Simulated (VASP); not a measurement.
# V (Im-3m) in VASP: a series of runs

The runs below take V through single point, with r2SCAN.

All numbers are computed with VASP 6.6.1; they aren't measurements. Logs are shortened: lines on timing, memory, paths and dates and some standing lists are left out, and cuts for length are marked.

## Step 1: The cell of the first run

The structure is cubic, space group Im-3m (No. 229). Conventional cell: a = 2.984 Å, b = 2.984 Å, c = 2.984 Å, α = 90.00°, β = 90.00°, γ = 90.00°. V (site symmetry m-3m) has 14 V at 2.58 to 2.98 Å within 3.4 Å.

## Step 2: Single point, r2SCAN

File POSCAR:

```
V
1.0
   -1.4917693513      1.4917693513      1.4917693513
    1.4917693513     -1.4917693513      1.4917693513
    1.4917693513      1.4917693513     -1.4917693513
V
1
Direct
    0.0000000000      0.0000000000      0.0000000000
```

File INCAR.step1:

```
SYSTEM = V
PREC = Accurate ; ENCUT = 520
ISMEAR = -1 ; SIGMA = 0.1
LREAL = .FALSE. ; LASPH = .TRUE.
NELM = 60 ; NBANDS = 12
GGA = PE ; ALGO = Normal
EDIFF = 1E-4 ; LWAVE = .TRUE.
LCHARG = .FALSE.
```

File INCAR.step2:

```
SYSTEM = V
PREC = Accurate ; ENCUT = 520
EDIFF = 1E-6 ; ISMEAR = -1
SIGMA = 0.1 ; LREAL = .FALSE.
LASPH = .TRUE. ; NELM = 60
ALGO = Normal ; ISIF = 2
LWAVE = .FALSE. ; LCHARG = .FALSE.
METAGGA = R2SCAN ; LMIXTAU = .TRUE.
NBANDS = 12 ; ISTART = 1
```

File KPOINTS:

```
regular mesh
0
G
  15 15 15
  0 0 0
```

Potentials or basis: VASP PAW PBE potentials, release 64 (V_sv).

Launch:

```bash
$ cat potpaw_PBE.64/V_sv/POTCAR > POTCAR
$ cp INCAR.step1 INCAR
$ mpirun -np 1 vasp_std > vasp.out
$ cp INCAR.step2 INCAR
$ mpirun -np 1 vasp_std > vasp.out
```

OUTCAR:

```text
SYSTEM = V
   PREC = Accurate
   ENCUT = 520
   EDIFF = 1E-6
   ISMEAR = -1
   LREAL = .FALSE.
   LASPH = .TRUE.
   NELM = 60
   ISIF = 2
   METAGGA = R2SCAN
   ISTART = 1

 ion  position               nearest neighbor table
   1  0.000  0.000  0.000-

  LATTYP: Found a body centered cubic cell.
 ALAT       =     2.9835387026

  Lattice vectors:

 A1 = (  -1.4917693513,   1.4917693513,   1.4917693513)
 A2 = (   1.4917693513,  -1.4917693513,   1.4917693513)
 A3 = (   1.4917693513,   1.4917693513,  -1.4917693513)

Analysis of symmetry for initial positions (statically):
=====================================================================
 Subroutine PRICEL returns:
 Original cell was already a primitive cell.

 Routine SETGRP: Setting up the symmetry group for a
 body centered cubic supercell.

 Subroutine GETGRP returns: Found 48 space group operations
 (whereof 48 operations were pure point group operations)
 out of a pool of 48 trial point group operations.

The static configuration has the point symmetry O_h .

Analysis of symmetry for dynamics (positions and initial velocities):
=====================================================================
 Subroutine PRICEL returns:
 Original cell was already a primitive cell.

 Routine SETGRP: Setting up the symmetry group for a
 body centered cubic supercell.

 Subroutine GETGRP returns: Found 48 space group operations
 (whereof 48 operations were pure point group operations)
 out of a pool of 48 trial point group operations.

The dynamic configuration has the point symmetry O_h .

 Subroutine INISYM returns: Found 48 space group operations
 (whereof 48 operations are pure point group operations),
 and found     1 'primitive' translations

----------------------------------------------------------------------------------------

                                     Primitive cell

  volume of cell :      13.2790

  direct lattice vectors                    reciprocal lattice vectors
    -1.491769351  1.491769351  1.491769351     0.000000000  0.335172458  0.335172458
     1.491769351 -1.491769351  1.491769351     0.335172458  0.000000000  0.335172458
     1.491769351  1.491769351 -1.491769351     0.335172458  0.335172458  0.000000000

  length of vectors
     2.583820310  2.583820310  2.583820310     0.474005436  0.474005436  0.474005436

  position of ions in fractional coordinates (direct lattice)
     0.000000000  0.000000000  0.000000000

  ion indices of the primitive-cell ions
   primitive index   ion index
                 1           1

----------------------------------------------------------------------------------------

 KPOINTS: regular mesh

Automatic generation of k-mesh.
 Grid dimensions read from file:
 generate k-points for:   15   15   15

 Generating k-lattice:

  Cartesian coordinates                     Fractional coordinates (reciprocal lattice)
     0.000000000  0.022344831  0.022344831     0.066666667  0.000000000  0.000000000
     0.022344831  0.000000000  0.022344831     0.000000000  0.066666667  0.000000000
     0.022344831  0.022344831  0.000000000     0.000000000  0.000000000  0.066666667

  Length of vectors
     0.031600362  0.031600362  0.031600362

  Shift w.r.t. Gamma in fractional coordinates (k-lattice)
     0.000000000  0.000000000  0.000000000

 Subroutine IBZKPT returns following result:
 ===========================================

 Found    120 irreducible k-points:

 Following reciprocal coordinates:
            Coordinates               Weight
  0.000000  0.000000  0.000000      1.000000
  0.066667  0.000000  0.000000     12.000000
  0.133333  0.000000  0.000000     12.000000
  0.200000  0.000000  0.000000     12.000000
  0.266667  0.000000  0.000000     12.000000
  0.333333  0.000000  0.000000     12.000000
[... 16 lines left out ...]
  0.333333  0.200000  0.000000     48.000000
  0.400000  0.200000  0.000000     24.000000
 [... further k-points ...]
   k-points           NKPTS =    120   k-points in BZ     NKDIM =    120   number of bands    NBANDS=     12
   number of dos      NEDOS =    301   number of ions     NIONS =      1
   total plane-waves  NPLWV =   8000
   dimension x,y,z NGX =    20 NGY =   20 NGZ =   20
   dimension x,y,z NGXF=    40 NGYF=   40 NGZF=   40
   ions per type =               1
   NGX,Y,Z   is equivalent  to a cutoff of  12.87, 12.87, 12.87 a.u.
   NGXF,Y,Z  is equivalent  to a cutoff of  25.74, 25.74, 25.74 a.u.
 SYSTEM =  V
   PREC   = accura    normal or accurate (medium, high low for compatibility)
   ISTART =      1    job   : 0-new  1-cont  2-samecut
   ICHARG =      0    charge: 1-file 2-atom 10-const
   ISPIN  =      1    spin polarized calculation?
   LNONCOLLINEAR =      F non collinear calculations
   LSORBIT =      F    spin-orbit coupling
   LASPH  =      T    aspherical Exc in radial PAW
   ENCUT  =  520.0 eV  38.22 Ry    6.18 a.u.   4.80  4.80  4.80*2*pi/ulx,y,z
   NELM   =     60;   NELMIN=  2; NELMDL=  0     # of ELM steps
   EDIFF  = 0.1E-05   stopping-criterion for ELM
   LREAL  =      F    real-space projection
   EDIFFG = 0.1E-04   stopping-criterion for IOM
   NSW    =      0    number of steps for IOM
   IBRION =     -1    ionic relax: 0-MD 1-quasi-New 2-CG
   NFREE  =      0    steps in history (QN), initial steepest desc. (CG)
   ISIF   =      2    stress and relaxation
   ISYM   =      2    0-nonsym 1-usesym 2-fastsym
   POTIM  = 0.5000    time-step for ionic-motion
   TEBEG  =    0.0;   TEEND  =   0.0 temperature during run
   PSTRESS=    0.0 pullay stress
   NELECT =      13.0000    total number of electrons
   NUPDOWN=      -1.0000    fix difference up-down
   EMIN   =  10.00;   EMAX   =-10.00  energy-range for DOS
   EFERMI =   0.00;   METHOD = LEGACY
   ISMEAR =    -1;   SIGMA  =   0.10  broadening in eV -4-tet -1-fermi 0-gaus
   EFERMI_NEDOS =   21; number of points for ismear=-14 and -15
   IALGO  =     38    algorithm
   IMIX   =      4    mixing-type and parameters
     AMIX     =   0.40;   BMIX     =  1.00
     AMIX_MAG =   1.60;   BMIX_MAG =  1.00
  volume/ion in A,a.u.               =      13.28        89.61
  Fermi-wavevector in a.u.,A,eV,Ry     =   1.625552  3.071848 35.952309  2.642420
  Thomas-Fermi vector in A             =   2.718657
   LORBIT       =      0    0 simple, 1 ext, 2 COOP (PROOUT), +10 PAW based schemes
   METAGGA = R2SCAN    functional components
   LHFCALC =     F    Hartree Fock is set to
   AEXX    =    0.0000 exact exchange contribution
   IVDW    =     0    specifies the selected vdW correction
   LEPSILON=     F    determine dielectric tensor
   LRPA    =     F    only Hartree local field effects (RPA)
 non-spin polarized calculation
  energy-cutoff  :      520.00
  volume of cell :       13.28
 maximum number of plane-waves:       370
   NGX =  9   NGY =  9   NGZ =  9

 number of electron      12.9999992 magnetization

 Free energy of the ion-electron system (eV)
  ---------------------------------------------------
  ext. energy  EPLUGINS =         0.00000000
  ---------------------------------------------------
  free energy    TOTEN  =       -14.15607205 eV

  energy without entropy =      -14.10404465  energy(sigma->0) =      -14.13005835

 E-fermi :   9.8666     XC(G=0): -14.1522

 val. band max:        9.8658689268   @ k =   0.1333   0.0667   0.0000
 cond. band min:       9.8706107859   @ k =   0.3333   0.1333   0.0667
 fundamental gap:      0.0047418591
 Fermi energy:         9.8665949546

 k-point     1 :       0.0000    0.0000    0.0000
  band No.  band energies     occupation
      1     -56.4518      2.00000
      2     -28.5788      2.00000
      3     -28.5788      2.00000
      4     -28.5788      2.00000
      5       2.7507      2.00000
      6      10.3332      0.01864
      7      10.3333      0.01863
      8      10.3333      0.01863
      9      12.5533      0.00000
     10      12.5533      0.00000
     11      31.1961      0.00000
     12      31.1962      0.00000

 k-point     2 :       0.0667    0.0000    0.0000
  band No.  band energies     occupation
      1     -56.4425      2.00000
      2     -28.6232      2.00000
      3     -28.5921      2.00000
      4     -28.5791      2.00000
      5       2.9413      2.00000
      6      10.2505      0.04214
      7      10.3132      0.02271
      8      10.4677      0.00489
      9      12.4576      0.00000
     10      12.5581      0.00000
     11      30.8646      0.00000
     12      31.1677      0.00000

 k-point     3 :       0.1333    0.0000    0.0000
  band No.  band energies     occupation
      1     -56.4160      2.00000
      2     -28.7477      2.00000
      3     -28.6296      2.00000
      4     -28.5801      2.00000
      5       3.4903      2.00000
      6      10.0229      0.34654
      7      10.2179      0.05786
      8      10.8588      0.00010
      9      12.2619      0.00000
     10      12.5769      0.00000
     11      29.8735      0.00000
     12      30.8959      0.00000
[... 286 lines left out ...]
 k-point    23 :       0.3333    0.2000    0.0000
  band No.  band energies     occupation
      1     -56.2236      2.00000
      2     -29.4211      2.00000
      3     -28.9961      2.00000
      4     -28.6742      2.00000
      5       7.3682      2.00000
      6       8.7124      1.99998
      7       9.5623      1.90894
      8      12.3936      0.00000
      9      13.0832      0.00000
     10      15.9665      0.00000
     11      21.3685      0.00000
     12      24.1572      0.00000

 k-point    24 :       0.4000    0.2000    0.0000
  band No.  band energies     occupation
      1     -56.2158      2.00000
      2     -29.4370      2.00000
      3     -29.0226      2.00000
      4     -28.6761      2.00000
      5       7.3748      2.00000
      6       8.7145      1.99998
      7       9.6928      1.70094
      8      12.4611      0.00000
      9      13.1225      0.00000
     10      16.5592      0.00000
     11      20.4739      0.00000
     12      23.9466      0.00000

 [... further k-points ...]
[... 5 lines left out ...]
  --------------------------------------------------------------------------------------
  -------------------------------------------------------------------------------------
  Total        0.0583740      0.0583740      0.0583740     -0.0000000     -0.0000000      0.0000000
  in kB        7.0431158      7.0431158      7.0431158     -0.0000000     -0.0000000      0.0000000
  external PRESSURE =       7.0431158 kB  Pullay stress =       0.0000000 kB

 VOLUME and BASIS-vectors are now :
 -----------------------------------------------------------------------------
  energy-cutoff  :      520.00
  volume of cell :       13.28
      direct lattice vectors                 reciprocal lattice vectors
    -1.491769351  1.491769351  1.491769351     0.000000000  0.335172458  0.335172458
     1.491769351 -1.491769351  1.491769351     0.335172458  0.000000000  0.335172458
     1.491769351  1.491769351 -1.491769351     0.335172458  0.335172458  0.000000000

 POSITION                                       TOTAL-FORCE (eV/Angst)
 -----------------------------------------------------------------------------------
      0.00000      0.00000      0.00000         0.000000      0.000000     -0.000000
 -----------------------------------------------------------------------------------
    total drift:                                0.000000     -0.000000      0.000000

  FREE ENERGIE OF THE ION-ELECTRON SYSTEM (eV)
  ---------------------------------------------------
  free  energy   TOTEN  =       -14.1560720525 eV

  energy  without entropy=      -14.1040446476  energy(sigma->0) =      -14.13005835
```

Run time: 42 s. Hardware: 1 thread of Intel Xeon Platinum 8375C at 2.90GHz (Ice Lake), shared host; peak memory 0.14 GiB.

What came out:

* Free energy: -14.1561 eV
* Pressure: 0.7 GPa

Caveat: the PAW data sets were made with another functional, which shifts forces and pressure a little.

## Step 3: Single point, r2SCAN

POSCAR is that of step 2.

File INCAR.step1:

```
ALGO     = Normal         # electronic algorithm
EDIFF    = 1E-4           # SCF threshold, eV
ENCUT    = 520            # plane-wave cutoff, eV
GGA      = PE             # functional
ISMEAR   = -1             # smearing method
LASPH    = T              # aspherical terms in the spheres
LCHARG   = F              # write CHGCAR
LREAL    = F              # projectors in reciprocal space
LWAVE    = T              # write WAVECAR
NBANDS   = 12             # bands
NELM     = 80             # most SCF steps
PREC     = Accurate       # precision mode
SIGMA    = 0.01           # smearing width, eV
```

File INCAR.step2:

```
ALGO     = Normal         # electronic algorithm
EDIFF    = 1E-6           # SCF threshold, eV
ENCUT    = 520            # plane-wave cutoff, eV
ISIF     = 2              # what is computed and relaxed
ISMEAR   = -1             # smearing method
ISTART   = 1            
LASPH    = T              # aspherical terms in the spheres
LCHARG   = F              # write CHGCAR
LMIXTAU  = T            
LREAL    = F              # projectors in reciprocal space
LWAVE    = F              # write WAVECAR
METAGGA  = R2SCAN         # meta-GGA
NBANDS   = 12             # bands
NELM     = 80             # most SCF steps
PREC     = Accurate       # precision mode
SIGMA    = 0.01           # smearing width, eV
```

File KPOINTS:

```
k-points
0
Gamma
  15 15 15
```

Potentials or basis: VASP PAW PBE potentials, release 64 (V_sv).

Launch:

```bash
$ cat potpaw_PBE.64/V_sv/POTCAR > POTCAR
$ cp INCAR.step1 INCAR
$ mpirun -np 1 vasp_std > vasp.out
$ cp INCAR.step2 INCAR
$ mpirun -np 1 vasp_std > vasp.out
```

It took 42 s on 1 thread of Intel Xeon Platinum 8375C at 2.90GHz (Ice Lake), shared host; peak memory 0.14 GiB.

The run converged. Its results:

* Free energy: -14.1305 eV
* Pressure: -0.1 GPa

Levels at points of the mesh, in eV from the Fermi level:
```csv
k point,band 2,band 3,band 4,band 5,band 6,band 7,band 8,band 9,band 10,band 11
"(0.00, 0.00, 0.00)",-38.42,-38.42,-38.42,-7.10,0.49,0.49,0.49,2.71,2.71,21.35
```

Caveat: the PAW data sets were made with another functional, which shifts forces and pressure a little.
